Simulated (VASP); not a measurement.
Wanted: the native input for a VASP 6.6.1 run.

```yaml
Task: single point
Functional: PBE
Potentials_or_basis: VASP PAW PBE potentials, release 64 (La, W_sv, I)
Cutoff: 520 eV
k_mesh: 4 × 4 × 2
Occupations: gaussian, width 0.1 eV
Spin: no spin polarisation
Dipole_correction: no
Further_INCAR_settings: ALGO = Normal; EDIFF = 1e-07; NBANDS = 41
```

The structure of LaWI lies in POSCAR:

```
LaWI
1.0
    4.1572191600      0.0000000000      0.0000000000
    0.0000000000      4.1717593500      0.0000000000
    0.0000000000      0.0000000000      9.3416824700
La W I
2 2 2
Direct
    0.5000000000      0.0000000000      0.7219340100
    0.0000000000      0.5000000000      0.2780659900
    0.5000000000      0.0000000000      0.3756479800
    0.0000000000      0.5000000000      0.6243520200
    0.0000000000      0.0000000000      0.0016499900
    0.5000000000      0.5000000000      0.9983500100
```

The cell was generated, and may not be a known phase.

One way to write it, as run:

INCAR

```
SYSTEM = LaWI
ALGO     = Normal         ! electronic algorithm
EDIFF    = 1E-7           ! SCF threshold, eV
ENCUT    = 520            ! plane-wave cutoff, eV
GGA      = PE             ! functional
ISIF     = 2              ! what is computed and relaxed
ISMEAR   = 0              ! smearing method
LASPH    = .True.         ! aspherical terms in the spheres
LCHARG   = .False.        ! write CHGCAR
LREAL    = .False.        ! projectors in reciprocal space
LWAVE    = .False.        ! write WAVECAR
NBANDS   = 41             ! bands
NELM     = 80             ! most SCF steps
PREC     = Accurate       ! precision mode
SIGMA    = 0.1            ! smearing width, eV
```

KPOINTS

```
k-points
0
Gamma
  4 4 2
  0 0 0
```

Potentials or basis: VASP PAW PBE potentials, release 64 (La, W_sv, I).

Launch:

```console
$ cat potpaw_PBE.64/La/POTCAR potpaw_PBE.64/W_sv/POTCAR potpaw_PBE.64/I/POTCAR > POTCAR
$ mpirun -np 1 vasp_std > vasp.out
```

Results of the run:

```json
{
 "Pressure": "4.6 GPa",
 "Largest force": "2.199 eV/Å",
 "Band gap on the k mesh": "zero (bands 32 and 33 overlap by 0.82 eV)"
}
```

Caveat: the k points lie up to 0.38 Å⁻¹ apart, too coarse for converged energies and pressures of a metal; spin-orbit coupling is left out, which moves the levels of the heavy elements; forces of over 1 eV/Å act on the atoms, so gaps and moduli don't describe the material at rest.

Wall time 5.4 min on 1 thread of Intel Xeon 8259CL, with other jobs on the host, peak memory 0.33 GiB.
